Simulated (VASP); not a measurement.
A run of VASP 6.6.1 is set up as follows.

The input INCAR:

```
PREC     = Accurate       # precision mode
ENCUT    = 520            # plane-wave cutoff, eV
EDIFF    = 1E-6           # SCF threshold, eV
ISMEAR   = 0              # smearing method
SIGMA    = 0.01           # smearing width, eV
LREAL    = False          # projectors in reciprocal space
LASPH    = True           # aspherical terms in the spheres
NELM     = 60             # most SCF steps
ALGO     = Normal         # electronic algorithm
ISIF     = 2              # what is computed and relaxed
LWAVE    = False          # write WAVECAR
LCHARG   = False          # write CHGCAR
NBANDS   = 15             # bands
```

KPOINTS

```
Automatic mesh
0
Gamma
  7 7 7
```

The input POSCAR:

```
CaO
1.0
    0.0000000000      2.4536982572      2.4536982572
    2.4536982572      0.0000000000      2.4536982572
    2.4536982572      2.4536982572      0.0000000000
Ca O
1 1
Direct
    0.0000000000      0.0000000000      0.0000000000
    0.5000000000      0.5000000000      0.5000000000
```

Potentials or basis: VASP PAW LDA potentials, release 64 (Ca_sv, O).

Command:

```bash
$ cat potpaw_LDA.64/Ca_sv/POTCAR potpaw_LDA.64/O/POTCAR > POTCAR
$ mpirun -np 1 vasp_std > vasp.out
```

(1) What does it give for the pressure?

(2) What does it give for the band gap on the k mesh?

Answers

(1) -11.6 GPa.

(2) 3.57 eV, indirect (least direct gap 3.95 eV).
